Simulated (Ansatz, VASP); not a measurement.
**One calculation of H, two programs**

INCAR

```
ALGO     = Normal         # electronic algorithm
EDIFF    = 1E-6           # SCF threshold, eV
ENCUT    = 520            # plane-wave cutoff, eV
GGA      = PE             # functional
ISIF     = 2              # what is computed and relaxed
ISMEAR   = -1             # smearing method
LASPH    = True           # aspherical terms in the spheres
LCHARG   = False          # write CHGCAR
LREAL    = False          # projectors in reciprocal space
LWAVE    = False          # write WAVECAR
NBANDS   = 10             # bands
NELM     = 100            # most SCF steps
PREC     = Accurate       # precision mode
SIGMA    = 0.05           # smearing width, eV
```

File KPOINTS:

```
k-points
0
Gamma
  7 7 7
```

The input POSCAR:

```
H
1.0
    2.6058735918     -2.5496767486      0.0000000000
    2.6058735918      2.5496767486      0.0000000000
    0.0000000000      0.0000000000      4.1140197262
H
4
Direct
    0.0467043700      0.9532956300      0.9314911100
    0.5467043700      0.4532956300      0.5685088900
    0.4532956300      0.5467043700      0.4314911100
    0.9532956300      0.0467043700      0.0685088900
```

File input.yaml:

```yaml
crystal:
  lattice:
    - [2.6058735918, -2.5496767486, 0.0]
    - [2.6058735918, 2.5496767486, 0.0]
    - [0.0, 0.0, 4.1140197262]
  atoms:
    - { symbol: H, position: [0.04670437, 0.95329563, 0.93149111] }
    - { symbol: H, position: [0.54670437, 0.45329563, 0.56850889] }
    - { symbol: H, position: [0.45329563, 0.54670437, 0.43149111] }
    - { symbol: H, position: [0.95329563, 0.04670437, 0.06850889] }
hamiltonian:
  xc: pbe
  pseudopotentials: { kind: paw }
kpoints:
  mp_grid: { grid: [7, 7, 7] }
scf:
  occupations: { method: fermi_dirac, width: 0.05 }
output:
  forces: true
  stress: true
  eigenvalues: true
  write_density: true
  write_potential: true
  elf: true
  volumetric_format: npy
```

Alike in both runs: task single point; functional PBE; k mesh 7 × 7 × 7; occupations fermi-dirac, width 0.05 eV; no spin polarisation.

|  | VASP | Ansatz |
| --- | --- | --- |
| version | VASP 6.6.1 | Ansatz 0.2.0 |
| potentials or method | VASP PAW PBE potentials, release 64 (H) | Ansatz PAW |
| plane-wave cutoff (eV) | 520 | 420 |
| valence electrons in the cell | 4 | 4 |

Ansatz gave:

```
gap on the k mesh at the Fermi level (eV)                     : 9.38
least direct gap on the mesh (eV)                             : 9.98
pressure (GPa)                                                : 0.8
traceless stress, the component that is largest in VASP (GPa) : -0.65
rms of the force components (eV/Å)                            : 0.261
```

**Question.** Which values does VASP return?

**Answer.** gap on the k mesh at the Fermi level (eV): 9.38; least direct gap on the mesh (eV): 9.98; pressure (GPa): 0.6; traceless stress, the component that is largest in VASP (GPa): -0.61; rms of the force components (eV/Å): 0.253.

Atom by atom the forces differ by 0.008 eV/Å (rms over components). The functional is the same, so the differences come from potentials, cutoffs and numerics.

Noted on Ansatz's run: odd divisions of the mesh miss points on the zone boundary, where band edges often lie, so the gap on the mesh can be too wide.
